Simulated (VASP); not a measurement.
Here is a VASP 6.6.1 calculation.

Contents of INCAR:

```
ALGO = Normal ; EDIFF = 1E-6
ENCUT = 520 ; GGA = PE
ISIF = 2 ; ISMEAR = 0
LASPH = True ; LCHARG = True
LELF = True ; LREAL = False
LVHAR = True ; LWAVE = False
NBANDS = 26 ; NELM = 80
PREC = Accurate ; SIGMA = 0.1
```

File KPOINTS:

```
k-points
0
Gamma
  6 6 4
```

The input POSCAR:

```
AlO5
1.0
    3.3711485116      0.0000000000      0.0000000000
    0.0000000000      3.3711485116      0.0000000000
    0.0000000000      0.0000000000      8.4612832116
Al O
1 5
Direct
    0.0000000000      0.0000000000      0.5000000000
    0.0000000000      0.5000000000      0.0000000000
    0.5000000000      0.0000000000      0.0000000000
    0.0000000000      0.0000000000      0.6960672735
    0.0000000000      0.0000000000      0.3039327265
    0.5000000000      0.5000000000      0.0000000000
```

Potentials or basis: VASP PAW PBE potentials, release 64 (Al, O).

Run with:

```bash
$ cat potpaw_PBE.64/Al/POTCAR potpaw_PBE.64/O/POTCAR > POTCAR
$ mpirun -np 1 vasp_std > vasp.out
```

Question: Predict the pressure.

Answer: 0.1 GPa.

Question: What does it give for the largest force?

Answer: 0.111 eV/Å.

Stress tensor (GPa, compression positive):
```
-0.15  0.00  0.00
 0.00 -0.15  0.00
 0.00  0.00  0.67
```

Caveat: an odd number of electrons without spin polarisation forces a metal; a magnetic or distorted state may lie lower.
